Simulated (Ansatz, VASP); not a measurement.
One calculation of CsSnBr3, two programs

POSCAR

```
CsSnBr3
1.0
    5.8952858325      0.0000000000      0.0000000000
    0.0000000000      5.8952858325      0.0000000000
    0.0000000000      0.0000000000      5.8952858325
Cs Sn Br
1 1 3
Direct
    0.0000000000      0.0000000000      0.0000000000
    0.5000000000      0.5000000000      0.5000000000
    0.5000000000      0.0000000000      0.5000000000
    0.5000000000      0.5000000000      0.0000000000
    0.0000000000      0.5000000000      0.5000000000
```

File INCAR.step1:

```
  PREC = Accurate
  ENCUT = 550
  ISMEAR = 0
  SIGMA = 0.02
  LREAL = False
  LASPH = True
  NELM = 200
  LNONCOLLINEAR = True
  MAGMOM = 0 0 0 0 0 0 0 0 0 0 0 0 0 0 0
  LSORBIT = True
  GGA_COMPAT = False
  NBANDS = 59
  GGA = PE
  ALGO = Normal
  EDIFF = 1E-5
  LWAVE = True
  LCHARG = False
  KPAR = 4
```

The input INCAR.step2:

```
  PREC = Accurate
  ENCUT = 550
  EDIFF = 1E-6
  ISMEAR = 0
  SIGMA = 0.02
  LREAL = False
  LASPH = True
  NELM = 200
  ALGO = Normal
  ISIF = 2
  LWAVE = False
  LCHARG = False
  LNONCOLLINEAR = True
  MAGMOM = 0 0 0 0 0 0 0 0 0 0 0 0 0 0 0
  LORBIT = 11
  LSORBIT = True
  GGA_COMPAT = False
  LORBMOM = True
  METAGGA = R2SCAN
  LMIXTAU = True
  NBANDS = 59
  ISTART = 1
  KPAR = 4
```

File KPOINTS:

```
regular mesh
0
Gamma
  6 6 6
```

Input for Ansatz:

```yaml
crystal:
  lattice:
    - [5.8952858325, 0.0, 0.0]
    - [0.0, 5.8952858325, 0.0]
    - [0.0, 0.0, 5.8952858325]
  atoms:
    - { symbol: Cs, position: [0.0, 0.0, 0.0] }
    - { symbol: Sn, position: [0.5, 0.5, 0.5] }
    - { symbol: Br, position: [0.5, 0.0, 0.5] }
    - { symbol: Br, position: [0.5, 0.5, 0.0] }
    - { symbol: Br, position: [0.0, 0.5, 0.5] }
kpoints:
  mp_grid: { grid: [6, 6, 6] }
hamiltonian:
  xc: r2scan
scf:
  occupations: { method: gaussian, width: 0.02 }
output:
  forces: true
  eigenvalues: true
  stress: true
magnetization:
  noncollinear: true
  spin_orbit: true
```

Alike in both runs: task single point; functional r2SCAN; k mesh 6 × 6 × 6; occupations gaussian, width 0.02 eV; non-collinear spin, spin-orbit coupling.

|  | VASP | Ansatz |
| --- | --- | --- |
| version | VASP 6.6.1 | Ansatz 0.2.0 |
| potentials or method | VASP PAW PBE potentials, release 64 (Cs_sv, Sn_d, Br) | plane waves, PAW |
| plane-wave cutoff (eV) | 550 | 500 |
| valence electrons in the cell | 44 | 44 |

```tsv
	VASP	Ansatz	Ansatz less VASP
pressure (GPa)	-0.7	-0.7	0.00
net moment per atom (μB)	0.00	0.00	0.000
```

VASP's potentials were made for PBE, not for r2SCAN.
